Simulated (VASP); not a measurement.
Here is a VASP 6.6.1 calculation.

POSCAR

```
Ta
1.0
   -1.5883996881      1.5883772609      1.5883649214
    1.5883869897     -1.5883933028      1.5883682943
    1.5883800929      1.5883735130     -1.5883814321
Ta
1
Direct
    0.0000000000      0.0000000000      0.0000000000
```

The input INCAR.step1:

```
PREC = Accurate
ENCUT = 520
ISMEAR = -1
SIGMA = 0.05
LREAL = F
LASPH = T
NELM = 100
NBANDS = 12
GGA = PE
ALGO = Normal
EDIFF = 1E-4
LWAVE = T
LCHARG = F
```

File INCAR.step2:

```
PREC = Accurate
ENCUT = 520
EDIFF = 1E-6
ISMEAR = -1
SIGMA = 0.05
LREAL = F
LASPH = T
NELM = 100
ALGO = Normal
ISIF = 2
LWAVE = F
LCHARG = T
METAGGA = R2SCAN
LMIXTAU = T
LELF = T
LVHAR = T
NBANDS = 12
ISTART = 1
```

The input KPOINTS:

```
Automatic mesh
0
Gamma
  11 11 11
```

Potentials or basis: VASP PAW PBE potentials, release 64 (Ta_pv).

Command:

```sh
$ cat potpaw_PBE.64/Ta_pv/POTCAR > POTCAR
$ cp INCAR.step1 INCAR
$ mpirun -np 1 vasp_std > vasp.out
$ cp INCAR.step2 INCAR
$ mpirun -np 1 vasp_std > vasp.out
```

Estimate the band gap on the k mesh.

zero (an odd number of electrons rules out a gap without spin polarisation).

Predict the pressure.

31.0 GPa.

Caveat: the cell stands under pressure; the PAW data sets were made with another functional, which shifts forces and pressure a little; spin-orbit coupling is left out, which moves the levels of the heavy elements.
